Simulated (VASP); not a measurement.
# MgO (P1) in VASP: notebook

MgO is run at these levels: r2SCAN; tasks: single point.

All numbers are computed with VASP 6.6.1; they aren't measurements. Logs are shortened: lines on timing, memory, paths and dates and some standing lists are left out, and cuts for length are marked.

**1. The cell of the first run**

The typed cell holds 4 atoms: a = 3.486 Å, b = 3.486 Å, c = 4.178 Å, α = 90.00°, β = 90.00°, γ = 120.00°.

**2. Single point, r2SCAN (atom 3 (O) moved by (-0.300, -0.300) A along [1 1 0] and z)**

POSCAR

```
MgO
1.0
    3.4863778627      0.0000000000      0.0000000000
   -1.7431889314      3.0192917963      0.0000000000
    0.0000000000      0.0000000000      4.1780412200
Mg O
2 2
Direct
    0.6666666667      0.3333333333      0.7500000000
    0.3333333333      0.6666666667      0.2500000000
    0.5706912633      0.2630744618      0.1781960172
    0.3333333333      0.6666666667      0.7500000000
```

INCAR.step1

```
PREC = Accurate ; ENCUT = 520
ISMEAR = 1 ; SIGMA = 0.02
LREAL = False ; LASPH = True
NELM = 60 ; NBANDS = 16
GGA = PE ; ALGO = Normal
EDIFF = 1E-4 ; LWAVE = True
LCHARG = False
```

INCAR.step2

```
PREC = Accurate ; ENCUT = 520
EDIFF = 1E-6 ; ISMEAR = 1
SIGMA = 0.02 ; LREAL = False
LASPH = True ; NELM = 60
ALGO = Normal ; ISIF = 2
LWAVE = False ; LCHARG = False
METAGGA = R2SCAN ; LMIXTAU = True
NBANDS = 16 ; ISTART = 1
```

KPOINTS

```
Automatic mesh
0
Gamma
  6 6 6
```

Potentials or basis: VASP PAW PBE potentials, release 64 (Mg, O).

On the command line:

```
cat potpaw_PBE.64/Mg/POTCAR potpaw_PBE.64/O/POTCAR > POTCAR
cp INCAR.step1 INCAR
mpirun -np 1 vasp_std > vasp.out
cp INCAR.step2 INCAR
mpirun -np 1 vasp_std > vasp.out
```

OUTCAR:

```text
PREC = Accurate
   ENCUT = 520
   EDIFF = 1E-6
   ISMEAR = 1
   LREAL = False
   LASPH = True
   NELM = 60
   ISIF = 2
   METAGGA = R2SCAN
   ISTART = 1

 ion  position               nearest neighbor table
   1  0.667  0.333  0.750-   3 1.81   4 2.01   4 2.01   4 2.01   3 2.41   2 2.90   2 2.90   2 2.90
                             2 2.90   2 2.90   2 2.90
   2  0.333  0.667  0.250-   3 1.84   3 1.98   4 2.09   4 2.09   3 2.32   1 2.90   1 2.90   1 2.90
                             1 2.90   1 2.90   1 2.90
   3  0.571  0.263  0.178-   1 1.81   2 1.84   2 1.98   2 2.32   1 2.41
   4  0.333  0.667  0.750-   1 2.01   1 2.01   1 2.01   2 2.09   2 2.09

  LATTYP: Found a hexagonal cell.
 ALAT       =     3.4863778627
 C/A-ratio  =     1.1983902447

  Lattice vectors:

 A1 = (   3.4863778627,   0.0000000000,   0.0000000000)
 A2 = (  -1.7431889314,   3.0192917963,   0.0000000000)
 A3 = (   0.0000000000,   0.0000000000,   4.1780412200)

Analysis of symmetry for initial positions (statically):
=====================================================================
 Subroutine PRICEL returns:
 Original cell was already a primitive cell.

 Routine SETGRP: Setting up the symmetry group for a
 hexagonal supercell.

 Subroutine GETGRP returns: Found  1 space group operations
 (whereof  1 operations were pure point group operations)
 out of a pool of 24 trial point group operations.

The static configuration has the point symmetry C_1 .

Analysis of symmetry for dynamics (positions and initial velocities):
=====================================================================
 Subroutine PRICEL returns:
 Original cell was already a primitive cell.

 Routine SETGRP: Setting up the symmetry group for a
 hexagonal supercell.

 Subroutine GETGRP returns: Found  1 space group operations
 (whereof  1 operations were pure point group operations)
 out of a pool of 24 trial point group operations.

The dynamic configuration has the point symmetry C_1 .

 Subroutine INISYM returns: Found  1 space group operations
 (whereof  1 operations are pure point group operations),
 and found     1 'primitive' translations

----------------------------------------------------------------------------------------

                                     Primitive cell

  volume of cell :      43.9797

  direct lattice vectors                    reciprocal lattice vectors
     3.486377863  0.000000000  0.000000000     0.286830642  0.165601748  0.000000000
    -1.743188931  3.019291796  0.000000000     0.000000000  0.331203497  0.000000000
     0.000000000  0.000000000  4.178041220     0.000000000  0.000000000  0.239346609

  length of vectors
     3.486377863  3.486377863  4.178041220     0.331203497  0.331203497  0.239346609

  position of ions in fractional coordinates (direct lattice)
     0.666666667  0.333333333  0.750000000
     0.333333333  0.666666667  0.250000000
     0.570691263  0.263074462  0.178196017
     0.333333333  0.666666667  0.750000000

  ion indices of the primitive-cell ions
   primitive index   ion index
                 1           1
                 2           2
                 3           3
                 4           4

----------------------------------------------------------------------------------------

 KPOINTS: Automatic mesh

Automatic generation of k-mesh.
 Grid dimensions read from file:
 generate k-points for:    6    6    6

 Generating k-lattice:

  Cartesian coordinates                     Fractional coordinates (reciprocal lattice)
     0.047805107  0.027600291  0.000000000     0.166666667  0.000000000  0.000000000
     0.000000000  0.055200583  0.000000000     0.000000000  0.166666667  0.000000000
     0.000000000  0.000000000  0.039891102     0.000000000  0.000000000  0.166666667

  Length of vectors
     0.055200583  0.055200583  0.039891102

  Shift w.r.t. Gamma in fractional coordinates (k-lattice)
     0.000000000  0.000000000  0.000000000

 Subroutine IBZKPT returns following result:
 ===========================================

 Found    112 irreducible k-points:

 Following reciprocal coordinates:
            Coordinates               Weight
  0.000000  0.000000  0.000000      1.000000
  0.166667 -0.000000  0.000000      2.000000
  0.000000  0.166667  0.000000      2.000000
 -0.166667  0.166667  0.000000      2.000000
  0.333333 -0.000000  0.000000      2.000000
  0.000000  0.333333  0.000000      2.000000
[... 16 lines left out ...]
  0.000000  0.166667  0.166667      2.000000
 -0.166667  0.166667  0.166667      2.000000
 [... further k-points ...]
   k-points           NKPTS =    112   k-points in BZ     NKDIM =    112   number of bands    NBANDS=     16
   number of dos      NEDOS =    301   number of ions     NIONS =      4
   total plane-waves  NPLWV =  25088
   dimension x,y,z NGX =    28 NGY =   28 NGZ =   32
   dimension x,y,z NGXF=    56 NGYF=   56 NGZF=   64
   ions per type =               2   2
   NGX,Y,Z   is equivalent  to a cutoff of  13.35, 13.35, 12.73 a.u.
   NGXF,Y,Z  is equivalent  to a cutoff of  26.70, 26.70, 25.47 a.u.
 SYSTEM =  unknown system
   PREC   = accura    normal or accurate (medium, high low for compatibility)
   ISTART =      1    job   : 0-new  1-cont  2-samecut
   ICHARG =      0    charge: 1-file 2-atom 10-const
   ISPIN  =      1    spin polarized calculation?
   LNONCOLLINEAR =      F non collinear calculations
   LSORBIT =      F    spin-orbit coupling
   LASPH  =      T    aspherical Exc in radial PAW
   ENCUT  =  520.0 eV  38.22 Ry    6.18 a.u.   6.48  6.48  7.77*2*pi/ulx,y,z
   NELM   =     60;   NELMIN=  2; NELMDL=  0     # of ELM steps
   EDIFF  = 0.1E-05   stopping-criterion for ELM
   LREAL  =      F    real-space projection
   EDIFFG = 0.1E-04   stopping-criterion for IOM
   NSW    =      0    number of steps for IOM
   IBRION =     -1    ionic relax: 0-MD 1-quasi-New 2-CG
   NFREE  =      0    steps in history (QN), initial steepest desc. (CG)
   ISIF   =      2    stress and relaxation
   ISYM   =      2    0-nonsym 1-usesym 2-fastsym
   POTIM  = 0.5000    time-step for ionic-motion
   TEBEG  =    0.0;   TEEND  =   0.0 temperature during run
   PSTRESS=    0.0 pullay stress
   NELECT =      16.0000    total number of electrons
   NUPDOWN=      -1.0000    fix difference up-down
   EMIN   =  10.00;   EMAX   =-10.00  energy-range for DOS
   EFERMI =   0.00;   METHOD = LEGACY
   ISMEAR =     1;   SIGMA  =   0.02  broadening in eV -4-tet -1-fermi 0-gaus
   EFERMI_NEDOS =   21; number of points for ismear=-14 and -15
   IALGO  =     38    algorithm
   IMIX   =      4    mixing-type and parameters
     AMIX     =   0.40;   BMIX     =  1.00
     AMIX_MAG =   1.60;   BMIX_MAG =  1.00
  volume/ion in A,a.u.               =      10.99        74.20
  Fermi-wavevector in a.u.,A,eV,Ry     =   1.168685  2.208494 18.583167  1.365824
  Thomas-Fermi vector in A             =   2.305168
   LORBIT       =      0    0 simple, 1 ext, 2 COOP (PROOUT), +10 PAW based schemes
   METAGGA = R2SCAN    functional components
   LHFCALC =     F    Hartree Fock is set to
   AEXX    =    0.0000 exact exchange contribution
   IVDW    =     0    specifies the selected vdW correction
   LEPSILON=     F    determine dielectric tensor
   LRPA    =     F    only Hartree local field effects (RPA)
 non-spin polarized calculation
 Methfessel and Paxton  Order N= 1 SIGMA  =   0.02
  energy-cutoff  :      520.00
  volume of cell :       43.98
 maximum number of plane-waves:      1204
 NGX is ok and might be reduce to    28
   NGX = 13   NGY = 13   NGZ = 15

 number of electron      15.9999999 magnetization

 Free energy of the ion-electron system (eV)
  ---------------------------------------------------
  ext. energy  EPLUGINS =         0.00000000
  ---------------------------------------------------
  free energy    TOTEN  =       -31.10543788 eV

  energy without entropy =      -31.10543788  energy(sigma->0) =      -31.10543788

 E-fermi :   1.6685     XC(G=0): -10.5446

 val. band max:        1.5792366944   @ k =   0.0000   0.0000   0.0000
 cond. band min:       5.4511602282   @ k =   0.0000   0.0000   0.0000
 fundamental gap:      3.8719235339
 Fermi energy:         1.6684924950

 k-point     1 :       0.0000    0.0000    0.0000
  band No.  band energies     occupation
      1     -16.3329      2.00000
      2     -14.8199      2.00000
      3      -2.0055      2.00000
      4      -0.4687      2.00000
      5       0.1642      2.00000
      6       0.6474      2.00000
[... 8 lines left out ...]
     15      17.9102      0.00000
     16      18.9732      0.00000

 k-point     2 :       0.1667   -0.0000    0.0000
  band No.  band energies     occupation
      1     -16.2182      2.00000
      2     -14.8320      2.00000
      3      -1.8219      2.00000
      4      -0.6747      2.00000
      5      -0.5425      2.00000
      6       0.4210      2.00000
[... 8 lines left out ...]
     15      17.1619      0.00000
     16      18.9499      0.00000

 k-point     3 :       0.0000    0.1667    0.0000
  band No.  band energies     occupation
      1     -16.1885      2.00000
      2     -14.8646      2.00000
      3      -1.7826      2.00000
      4      -0.7501      2.00000
      5      -0.1293      2.00000
      6       0.3122      2.00000
[... 8 lines left out ...]
     15      17.2916      0.00000
     16      18.2785      0.00000

 k-point     4 :      -0.1667    0.1667    0.0000
  band No.  band energies     occupation
      1     -16.1943      2.00000
      2     -14.8572      2.00000
      3      -1.7910      2.00000
      4      -0.7748      2.00000
      5      -0.1164      2.00000
      6       0.2782      2.00000
[... 8 lines left out ...]
     15      17.3191      0.00000
     16      18.2485      0.00000
[... 324 lines left out ...]
 k-point    22 :       0.1667   -0.0000    0.1667
  band No.  band energies     occupation
      1     -16.1392      2.00000
      2     -14.9082      2.00000
      3      -1.7470      2.00000
      4      -0.5711      2.00000
      5      -0.4369      2.00000
      6       0.1886      2.00000
[... 8 lines left out ...]
     15      17.7916      0.00000
     16      18.9181      0.00000

 k-point    23 :       0.0000    0.1667    0.1667
  band No.  band energies     occupation
      1     -16.1113      2.00000
      2     -14.9362      2.00000
      3      -1.7948      2.00000
      4      -0.6595      2.00000
      5      -0.0797      2.00000
      6       0.2600      2.00000
[... 8 lines left out ...]
     15      17.5542      0.00000
     16      17.9079      0.00000

 k-point    24 :      -0.1667    0.1667    0.1667
  band No.  band energies     occupation
      1     -16.1186      2.00000
      2     -14.9266      2.00000
      3      -1.8011      2.00000
      4      -0.5848      2.00000
      5      -0.1228      2.00000
      6       0.0294      2.00000
[... 8 lines left out ...]
     15      18.0497      0.00000
     16      18.7225      0.00000

 [... further k-points ...]

------------------------ aborting loop because EDIFF is reached ----------------------------------------

  FORCE on cell =-STRESS in cart. coord.  units (eV):
  Direction    XX          YY          ZZ          XY          YZ          ZX
  --------------------------------------------------------------------------------------
  -------------------------------------------------------------------------------------
  Total       -0.8809186      3.2186457      3.7531631     -1.5806974     -0.5640890     -0.3482027
  in kB      -32.0918034    117.2550338    136.7274622    -57.5846921    -20.5497208    -12.6850006
  external PRESSURE =      73.9635642 kB  Pullay stress =       0.0000000 kB

 VOLUME and BASIS-vectors are now :
 -----------------------------------------------------------------------------
  energy-cutoff  :      520.00
  volume of cell :       43.98
      direct lattice vectors                 reciprocal lattice vectors
     3.486377863  0.000000000  0.000000000     0.286830642  0.165601748  0.000000000
    -1.743188931  3.019291796  0.000000000     0.000000000  0.331203497  0.000000000
     0.000000000  0.000000000  4.178041220     0.000000000  0.000000000  0.239346609

 POSITION                                       TOTAL-FORCE (eV/Angst)
 -----------------------------------------------------------------------------------
      1.74319      1.00643      3.13353        -0.146812     -0.134113     -1.633107
     -0.00000      2.01286      1.04451        -0.364243     -1.683118     -0.485936
      1.53106      0.79430      0.74451         0.807940      2.289711      4.124938
     -0.00000      2.01286      3.13353        -0.296885     -0.472480     -2.005895
 -----------------------------------------------------------------------------------
    total drift:                               -0.000711     -0.000016      0.001737

  FREE ENERGIE OF THE ION-ELECTRON SYSTEM (eV)
  ---------------------------------------------------
  free  energy   TOTEN  =       -31.1054378775 eV

  energy  without entropy=      -31.1054378775  energy(sigma->0) =      -31.10543788
```

It took 1.9 min on 1 thread of Intel Xeon 6975P-C (Granite Rapids), shared host; peak memory 0.22 GiB.

What came out:

- Free energy: -31.1054 eV
- Pressure: 7.4 GPa
- Largest force: 4.787 eV/Å
- Band gap on the k mesh: 3.87 eV

Forces in eV/Å, atoms in the order of the input:
```
Mg  -0.147 -0.134 -1.633
Mg  -0.364 -1.683 -0.486
O    0.808  2.290  4.125
O   -0.297 -0.472 -2.006
```

Stress tensor (GPa, compression positive):
```
-3.21 -5.76 -1.27
-5.76 11.73 -2.05
-1.27 -2.05 13.67
```

Caveat: the cell differs from its parent crystal (atom 3 (O) moved by (-0.300, -0.300) A along [1 1 0] and z); the cell stands under pressure; the PAW data sets were made with another functional, which shifts forces and pressure a little.

**3. Single point, r2SCAN (atom 3 (O) moved by (+0.300, -0.300) A along [1 1 0] and z)**

POSCAR, as its differences from that of step 2:

```diff
@@ -10,3 +10,3 @@
     0.3333333333      0.6666666667      0.2500000000
-    0.5706912633      0.2630744618      0.1781960172
+    0.7626420700      0.4035922048      0.1781960172
     0.3333333333      0.6666666667      0.7500000000
```

INCAR.step1

```
ALGO = Normal
EDIFF = 1E-4
ENCUT = 520
GGA = PE
ISMEAR = 1
LASPH = True
LCHARG = False
LREAL = False
LWAVE = True
NBANDS = 16
NELM = 100
PREC = Accurate
SIGMA = 0.02
```

INCAR.step2

```
ALGO = Normal
EDIFF = 1E-7
ENCUT = 520
ISIF = 2
ISMEAR = 1
ISTART = 1
LASPH = True
LCHARG = True
LELF = True
LMIXTAU = True
LREAL = False
LVHAR = True
LWAVE = False
METAGGA = R2SCAN
NBANDS = 16
NELM = 100
PREC = Accurate
SIGMA = 0.02
```

KPOINTS

```
k-points
0
Gamma
  6 6 6
```

Potentials or basis: VASP PAW PBE potentials, release 64 (Mg, O).

On the command line:

```
cat potpaw_PBE.64/Mg/POTCAR potpaw_PBE.64/O/POTCAR > POTCAR
cp INCAR.step1 INCAR
mpirun -np 1 vasp_std > vasp.out
cp INCAR.step2 INCAR
mpirun -np 1 vasp_std > vasp.out
```

Run time: 2.1 min. Hardware: 1 thread of Intel Xeon 6975P-C (Granite Rapids), shared host; peak memory 0.22 GiB.

Results (log left out):

| Property | Result |
| --- | --- |
| Free energy | -30.8905 eV |
| Pressure | 9.3 GPa |
| Largest force | 6.079 eV/Å |
| Band gap on the k mesh | 3.83 eV |

Forces in eV/Å, atoms in the order of the input:
```
Mg   0.123  0.136 -1.629
Mg   3.184  1.788 -0.283
O   -3.956 -2.397  3.945
O    0.649  0.473 -2.034
```

Stress tensor (GPa, compression positive):
```
15.29 10.06  3.04
10.06 -1.41  2.17
 3.04  2.17 14.09
```

Levels at points of the mesh, in eV from the valence-band top:
| k point | band 4 | band 5 | band 6 | band 7 | band 8 | band 9 | band 10 | band 11 | band 12 | band 13 |
| --- | --- | --- | --- | --- | --- | --- | --- | --- | --- | --- |
| (0.00, 0.00, 0.00) | -2.07 | -1.48 | -0.98 | -0.65 | 0.00 | 3.83 | 10.30 | 12.30 | 12.77 | 14.34 |
| (0.50, 0.00, 0.00) | -2.51 | -2.31 | -1.85 | -1.57 | -0.41 | 6.90 | 9.20 | 11.13 | 13.29 | 13.41 |
| (0.00, 0.50, 0.00) | -2.73 | -2.46 | -1.64 | -0.89 | -0.42 | 7.71 | 9.34 | 9.90 | 12.96 | 13.38 |
| (0.50, 0.50, 0.00) | -2.65 | -2.33 | -1.74 | -1.11 | -0.48 | 7.61 | 9.17 | 10.09 | 13.26 | 13.45 |
| (0.00, 0.00, 0.50) | -2.31 | -1.73 | -1.38 | -1.05 | -0.93 | 6.53 | 7.19 | 13.49 | 13.77 | 13.87 |
| (0.50, 0.00, 0.50) | -3.94 | -1.84 | -1.08 | -0.71 | -0.18 | 7.20 | 7.96 | 10.50 | 12.99 | 13.80 |
| (0.00, 0.50, 0.50) | -3.54 | -2.02 | -1.43 | -1.00 | -0.77 | 7.30 | 8.77 | 11.77 | 12.87 | 14.21 |
| (0.50, 0.50, 0.50) | -3.70 | -1.93 | -1.43 | -0.79 | -0.58 | 7.26 | 8.43 | 11.47 | 12.60 | 14.25 |

Caveat: the cell differs from its parent crystal (atom 3 (O) moved by (+0.300, -0.300) A along [1 1 0] and z); the cell stands under pressure; the PAW data sets were made with another functional, which shifts forces and pressure a little.

**4. Single point, r2SCAN (atom 3 (O) moved by (-0.300, -0.150) A along [1 1 0] and z)**

POSCAR, as its differences from that of step 3:

```diff
@@ -10,3 +10,3 @@
     0.3333333333      0.6666666667      0.2500000000
-    0.7626420700      0.4035922048      0.1781960172
+    0.5706912633      0.2630744618      0.2140980086
     0.3333333333      0.6666666667      0.7500000000
```

INCAR.step1

```
ALGO = Normal
EDIFF = 1E-4
ENCUT = 520
GGA = PE
ISMEAR = 1
LASPH = T
LCHARG = F
LREAL = F
LWAVE = T
NBANDS = 16
NELM = 80
PREC = Accurate
SIGMA = 0.02
```

INCAR.step2

```
ALGO = Normal
EDIFF = 1E-6
ENCUT = 520
ISIF = 2
ISMEAR = 1
ISTART = 1
LASPH = T
LCHARG = F
LMIXTAU = T
LREAL = F
LWAVE = F
METAGGA = R2SCAN
NBANDS = 16
NELM = 80
PREC = Accurate
SIGMA = 0.02
```

KPOINTS is that of step 3.

On the command line:

```
cat potpaw_PBE.64/Mg/POTCAR potpaw_PBE.64/O/POTCAR > POTCAR
cp INCAR.step1 INCAR
mpirun -np 1 vasp_std > vasp.out
cp INCAR.step2 INCAR
mpirun -np 1 vasp_std > vasp.out
```

Run time: 2.1 min. Hardware: 1 thread of Intel Xeon 6975P-C (Granite Rapids), shared host; peak memory 0.22 GiB.

Results (log left out):

- Free energy: -31.5212 eV
- Pressure: 4.0 GPa
- Largest force: 3.300 eV/Å
- Band gap on the k mesh: 3.89 eV

Forces in eV/Å, atoms in the order of the input:
```
Mg  -0.343 -0.333 -0.417
Mg  -0.422 -1.911 -0.219
O    1.038  2.668  1.641
O   -0.273 -0.424 -1.005
```

Stress tensor (GPa, compression positive):
```
-3.67 -6.27 -0.36
-6.27 12.45 -0.85
-0.36 -0.85  3.17
```

Levels at points of the mesh, in eV from the valence-band top:
```csv
k point,band 6,band 7,band 8,band 9,band 10,band 11
"(0.00, 0.00, 0.00)",-1.03,-0.66,0.00,3.89,10.24,12.63
"(0.50, 0.00, 0.00)",-1.66,-0.76,-0.56,8.05,9.52,10.04
"(0.00, 0.50, 0.00)",-1.97,-1.72,-0.58,7.18,9.43,11.21
"(0.50, 0.50, 0.00)",-2.01,-1.42,-0.65,7.49,9.36,10.73
"(0.00, 0.00, 0.50)",-1.39,-1.20,-1.08,6.75,7.09,13.62
"(0.50, 0.00, 0.50)",-1.47,-1.20,-1.15,7.78,8.66,12.74
"(0.00, 0.50, 0.50)",-1.34,-0.67,-0.44,7.45,7.91,11.33
"(0.50, 0.50, 0.50)",-1.44,-0.74,-0.54,7.51,8.02,11.67
```

Caveat: the cell differs from its parent crystal (atom 3 (O) moved by (-0.300, -0.150) A along [1 1 0] and z); the cell stands under pressure; the PAW data sets were made with another functional, which shifts forces and pressure a little.

**5. The runs side by side**

| cell | gap on the mesh (eV) | pressure (GPa) | largest force (eV/Å) |
| --- | --- | --- | --- |
| as given, atomic positions A | 3.87 | 7.4 | 4.79 |
| as given, atomic positions B | 3.83 | 9.3 | 6.08 |
| as given, atomic positions C | 3.89 | 4.0 | 3.30 |

Alike in all rows: task single point; level r2SCAN; potentials or basis VASP PAW PBE potentials, release 64 (Mg, O); no spin polarisation; k mesh 6 × 6 × 6; cutoff (eV) 520; smearing methfessel-paxton 0.02 eV.

Caveats: the cell stands under pressure; the PAW data sets were made with another functional, which shifts forces and pressure a little.

Absolute energies hang on the potentials; compare differences alone.
